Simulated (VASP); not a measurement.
# Si (Ia-3) in VASP: a series of runs

Si is run at these levels: PBE; tasks: single point.

Everything below comes from runs of VASP 6.6.1. Logs are shortened: lines on timing, memory, paths and dates and some standing lists are left out, and cuts for length are marked.

## Step 1: The cell of the first run

The structure is cubic, space group Ia-3 (No. 206). Conventional cell: a = 6.680 Å, b = 6.680 Å, c = 6.680 Å, α = 90.00°, β = 90.00°, γ = 90.00°. Within 3.1 Å of Si (site symmetry 3) lie 4 Si at 2.34 to 2.40 Å.

## Step 2: Single point, PBE (18.63 Å³/atom)

Input file INCAR:

```
SYSTEM = Si
ALGO     = Normal         ! electronic algorithm
EDIFF    = 1E-6           ! SCF threshold, eV
ENCUT    = 520            ! plane-wave cutoff, eV
GGA      = PE             ! functional
ISIF     = 2              ! what is computed and relaxed
ISMEAR   = -1             ! smearing method
LASPH    = .TRUE.         ! aspherical terms in the spheres
LCHARG   = .FALSE.        ! write CHGCAR
LREAL    = .FALSE.        ! projectors in reciprocal space
LWAVE    = .FALSE.        ! write WAVECAR
NBANDS   = 26             ! bands
NELM     = 60             ! most SCF steps
PREC     = Accurate       ! precision mode
SIGMA    = 0.05           ! smearing width, eV
```

Input file KPOINTS:

```
k-points
0
G
  10 10 10
  0 0 0
```

Input file POSCAR:

```
Si
1.0
   -3.3399741503      3.3399741503      3.3399741503
    3.3399741503     -3.3399741503      3.3399741503
    3.3399741503      3.3399741503     -3.3399741503
Si
8
Direct
    0.2023939219      0.2023939219      0.2023939219
    0.5000000000      0.0000000000      0.2976060781
    0.2976060781      0.5000000000      0.0000000000
    0.0000000000      0.2976060781      0.5000000000
    0.7976060781      0.7976060781      0.7976060781
    0.5000000000      0.0000000000      0.7023939219
    0.7023939219      0.5000000000      0.0000000000
    0.0000000000      0.7023939219      0.5000000000
```

Potentials or basis: VASP PAW PBE potentials, release 64 (Si).

Run with:

```sh
> cat potpaw_PBE.64/Si/POTCAR > POTCAR
> mpirun -np 1 vasp_std > vasp.out
```

OUTCAR:

```text
SYSTEM = Si
   EDIFF = 1E-6
   ENCUT = 520
   GGA = PE
   ISIF = 2
   ISMEAR = -1
   LASPH = .TRUE.
   LREAL = .FALSE.
   NELM = 60
   PREC = Accurate

 ion  position               nearest neighbor table
   1  0.202  0.202  0.202-   5 2.34   3 2.40   4 2.40   2 2.40
   2  0.500  0.000  0.298-   6 2.34   4 2.40   1 2.40   3 2.40
   3  0.298  0.500  0.000-   7 2.34   2 2.40   1 2.40   4 2.40
   4  0.000  0.298  0.500-   8 2.34   3 2.40   1 2.40   2 2.40
   5  0.798  0.798  0.798-   1 2.34   6 2.40   7 2.40   8 2.40
   6  0.500  0.000  0.702-   2 2.34   5 2.40   7 2.40   8 2.40
   7  0.702  0.500  0.000-   3 2.34   5 2.40   8 2.40   6 2.40
   8  0.000  0.702  0.500-   4 2.34   5 2.40   6 2.40   7 2.40

  LATTYP: Found a body centered cubic cell.
 ALAT       =     6.6799483006

  Lattice vectors:

 A1 = (  -3.3399741503,   3.3399741503,   3.3399741503)
 A2 = (   3.3399741503,  -3.3399741503,   3.3399741503)
 A3 = (   3.3399741503,   3.3399741503,  -3.3399741503)

Analysis of symmetry for initial positions (statically):
=====================================================================
 Subroutine PRICEL returns:
 Original cell was already a primitive cell.

 Routine SETGRP: Setting up the symmetry group for a
 body centered cubic supercell.

 Subroutine GETGRP returns: Found 24 space group operations
 (whereof  6 operations were pure point group operations)
 out of a pool of 48 trial point group operations.

The static configuration has the point symmetry S_6 .
 The point group associated with its full space group is T_h .

Analysis of symmetry for dynamics (positions and initial velocities):
=====================================================================
 Subroutine PRICEL returns:
 Original cell was already a primitive cell.

 Routine SETGRP: Setting up the symmetry group for a
 body centered cubic supercell.

 Subroutine GETGRP returns: Found 24 space group operations
 (whereof  6 operations were pure point group operations)
 out of a pool of 48 trial point group operations.

The dynamic configuration has the point symmetry S_6 .
 The point group associated with its full space group is T_h .

 Subroutine INISYM returns: Found 24 space group operations
 (whereof  6 operations are pure point group operations),
 and found     1 'primitive' translations

----------------------------------------------------------------------------------------

[... 104 lines left out ...]
   EDIFF  = 0.1E-05   stopping-criterion for ELM
   LREAL  =      F    real-space projection
   EDIFFG = 0.1E-04   stopping-criterion for IOM
   NSW    =      0    number of steps for IOM
   IBRION =     -1    ionic relax: 0-MD 1-quasi-New 2-CG
   NFREE  =      0    steps in history (QN), initial steepest desc. (CG)
   ISIF   =      2    stress and relaxation
   ISYM   =      2    0-nonsym 1-usesym 2-fastsym
   POTIM  = 0.5000    time-step for ionic-motion
   TEBEG  =    0.0;   TEEND  =   0.0 temperature during run
   PSTRESS=    0.0 pullay stress
   NELECT =      32.0000    total number of electrons
   NUPDOWN=      -1.0000    fix difference up-down
   EMIN   =  10.00;   EMAX   =-10.00  energy-range for DOS
   EFERMI =   0.00;   METHOD = LEGACY
   ISMEAR =    -1;   SIGMA  =   0.05  broadening in eV -4-tet -1-fermi 0-gaus
   EFERMI_NEDOS =   21; number of points for ismear=-14 and -15
   IALGO  =     38    algorithm
   IMIX   =      4    mixing-type and parameters
     AMIX     =   0.40;   BMIX     =  1.00
     AMIX_MAG =   1.60;   BMIX_MAG =  1.00
  volume/ion in A,a.u.               =      18.63       125.72
  Fermi-wavevector in a.u.,A,eV,Ry     =   0.980306  1.852510 13.075200  0.961000
  Thomas-Fermi vector in A             =   2.111226
   LORBIT       =      0    0 simple, 1 ext, 2 COOP (PROOUT), +10 PAW based schemes
   GGA     = PE    functional components
   LHFCALC =     F    Hartree Fock is set to
   AEXX    =    0.0000 exact exchange contribution
   IVDW    =     0    specifies the selected vdW correction
   LEPSILON=     F    determine dielectric tensor
   LRPA    =     F    only Hartree local field effects (RPA)
 non-spin polarized calculation
  energy-cutoff  :      520.00
  volume of cell :      149.04
 maximum number of plane-waves:      4093
 NGX is ok and might be reduce to    48
   NGX = 21   NGY = 21   NGZ = 21

 number of electron      32.0000000 magnetization

 Free energy of the ion-electron system (eV)
  ---------------------------------------------------
  ext. energy  EPLUGINS =         0.00000000
  ---------------------------------------------------
  free energy    TOTEN  =       -42.13262587 eV

  energy without entropy =      -42.12699584  energy(sigma->0) =      -42.12981086

 E-fermi :   6.9139     XC(G=0):  -9.8873

 val. band max:        6.8932754793   @ k =   0.5000   0.5000   0.4000
 cond. band min:       6.9284610650   @ k =   0.5000   0.5000   0.4000
 fundamental gap:      0.0351855857
 Fermi energy:         6.9139471199

 k-point     1 :       0.0000    0.0000    0.0000
  band No.  band energies     occupation
      1      -5.6515      2.00000
      2      -1.3887      2.00000
      3      -1.0438      2.00000
      4      -1.0438      2.00000
      5      -1.0438      2.00000
      6       0.5171      2.00000
[... 685 lines left out ...]
     25      11.5459      0.00000
     26      11.9049      0.00000

 [... further k-points ...]
[... 5 lines left out ...]
  --------------------------------------------------------------------------------------
  -------------------------------------------------------------------------------------
  Total       -0.7973557     -0.7973557     -0.7973557      0.0000000      0.0000000      0.0000000
  in kB       -8.5718263     -8.5718263     -8.5718263      0.0000000      0.0000000      0.0000000
  external PRESSURE =      -8.5718263 kB  Pullay stress =       0.0000000 kB

 VOLUME and BASIS-vectors are now :
 -----------------------------------------------------------------------------
  energy-cutoff  :      520.00
  volume of cell :      149.04
      direct lattice vectors                 reciprocal lattice vectors
    -3.339974150  3.339974150  3.339974150     0.000000000  0.149701757  0.149701757
     3.339974150 -3.339974150  3.339974150     0.149701757  0.000000000  0.149701757
     3.339974150  3.339974150 -3.339974150     0.149701757  0.149701757  0.000000000

 POSITION                                       TOTAL-FORCE (eV/Angst)
 -----------------------------------------------------------------------------------
      0.67599      0.67599      0.67599        -0.000843     -0.000843     -0.000843
     -0.67599      2.66398      0.67599         0.000843      0.000843     -0.000843
      0.67599     -0.67599      2.66398        -0.000843      0.000843      0.000843
      2.66398      0.67599     -0.67599         0.000843     -0.000843      0.000843
      2.66398      2.66398      2.66398         0.000843      0.000843      0.000843
      0.67599      4.01596     -0.67599        -0.000843     -0.000843      0.000843
     -0.67599      0.67599      4.01596         0.000843     -0.000843     -0.000843
      4.01596     -0.67599      0.67599        -0.000843      0.000843     -0.000843
 -----------------------------------------------------------------------------------
    total drift:                               -0.000000     -0.000000      0.000000

  FREE ENERGIE OF THE ION-ELECTRON SYSTEM (eV)
  ---------------------------------------------------
  free  energy   TOTEN  =       -42.1326258727 eV

  energy  without entropy=      -42.1269958423  energy(sigma->0) =      -42.12981086
```

Wall time 2.2 min (1 thread of Intel Xeon 6975P-C (Granite Rapids), shared host); peak memory 0.39 GiB.

What came out:

```
Free energy            : -42.1326 eV
Pressure               : -0.9 GPa
Band gap on the k mesh : zero (bands 16 and 17 overlap by 0.12 eV)
```

Levels at points of the mesh, in eV from the Fermi level:
```
           k point  band 13  band 14  band 15  band 16  band 17  band 18  band 19  band 20
(0.00, 0.00, 0.00)    -3.99    -1.44    -1.44    -0.86     1.66     1.66     1.66     3.63
(0.50, 0.00, 0.00)    -2.14    -2.14    -1.31    -1.31     0.41     0.41     1.99     1.99
(0.50, 0.50, 0.50)    -2.55    -0.57     0.13     0.13     0.13     2.67     2.85     2.85
```

Caveat: semilocal functionals underestimate gaps, and a narrow one can read as zero.

## Step 3: Single point, PBE (18.99 Å³/atom)

This run uses another cell than the first one, of 18.99 Å³/atom.

Input file INCAR:

```
ALGO = Normal
EDIFF = 1E-6
ENCUT = 520
GGA = PE
ISIF = 2
ISMEAR = -1
LASPH = True
LCHARG = False
LREAL = False
LWAVE = False
NBANDS = 26
NELM = 60
PREC = Accurate
SIGMA = 0.05
```

Input file KPOINTS:

```
k-points
0
Gamma
  10 10 10
```

Input file POSCAR:

```
Si
1.0
   -3.3616629019      3.3616629019      3.3616629019
    3.3616629019     -3.3616629019      3.3616629019
    3.3616629019      3.3616629019     -3.3616629019
Si
8
Direct
    0.2013565185      0.2013565185      0.2013565185
    0.5000000000      0.0000000000      0.2986434815
    0.2986434815      0.5000000000      0.0000000000
    0.0000000000      0.2986434815      0.5000000000
    0.7986434815      0.7986434815      0.7986434815
    0.5000000000      0.0000000000      0.7013565185
    0.7013565185      0.5000000000      0.0000000000
    0.0000000000      0.7013565185      0.5000000000
```

Potentials or basis: VASP PAW PBE potentials, release 64 (Si).

Run with:

```sh
> cat potpaw_PBE.64/Si/POTCAR > POTCAR
> mpirun -np 1 vasp_std > vasp.out
```

It took 2.2 min on 1 thread of Intel Xeon 6975P-C (Granite Rapids), shared host; peak memory 0.39 GiB.

It converged, with:

```
Free energy            : -42.1033 eV
Pressure               : -2.3 GPa
Largest force          : 0.005 eV/Å
Band gap on the k mesh : zero (bands 16 and 17 overlap by 0.11 eV)
```

Forces in eV/Å, atoms in the order of the input:
```
Si   0.003  0.003  0.003
Si  -0.003 -0.003  0.003
Si   0.003 -0.003 -0.003
Si  -0.003  0.003 -0.003
Si  -0.003 -0.003 -0.003
Si   0.003  0.003 -0.003
Si  -0.003  0.003  0.003
Si   0.003 -0.003  0.003
```

Levels at points of the mesh, in eV from the Fermi level:
```
           k point  band 14  band 15  band 16  band 17  band 18  band 19
(0.00, 0.00, 0.00)    -1.42    -1.42    -0.88     1.63     1.63     1.63
(0.50, 0.00, 0.00)    -2.13    -1.30    -1.30     0.42     0.42     1.97
(0.50, 0.50, 0.50)    -0.55     0.10     0.10     0.10     2.54     2.81
```

Caveat: semilocal functionals underestimate gaps, and a narrow one can read as zero.

The gap in the log of VASP goes by the Fermi energy; the results here count the filled bands.